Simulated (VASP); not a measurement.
W, 1 atom in the cell. Symmetry: Fm-3m, No. 225, cubic system. Conventional cell: a = 3.991 Å, b = 3.991 Å, c = 3.991 Å, α = 90.00°, β = 90.00°, γ = 90.00°. W (site symmetry m-3m) has 12 W at 2.82 Å within 3.7 Å. 

* Program: VASP 6.6.1
* Task: single point
* Functional: r2SCAN
* Potentials or basis: VASP PAW PBE potentials, release 64 (W_sv)
* Cutoff: 520 eV
* k mesh: 10 × 10 × 10
* Occupations: methfessel-paxton, width 0.1 eV
* Spin: no spin polarisation
* Dipole correction: no
* Further INCAR settings: ALGO = Normal; EDIFF = 1e-07; NBANDS = 13

Potentials or basis: VASP PAW PBE potentials, release 64 (W_sv).

Run with:

```console
$ cat potpaw_PBE.64/W_sv/POTCAR > POTCAR
$ cp INCAR.step1 INCAR
$ mpirun -np 1 vasp_std > vasp.out
$ cp INCAR.step2 INCAR
$ mpirun -np 1 vasp_std > vasp.out
```

Hardware: 1 thread of AMD EPYC 9R45 96-Core Processor (Zen 5), with other jobs on the host.

Question: How long does it take, and how much memory?

Answer: Run time: 35 s on 1 thread of AMD EPYC 9R45 96-Core Processor (Zen 5) (shared host), peak memory 0.11 GiB. Counts: k points 47.
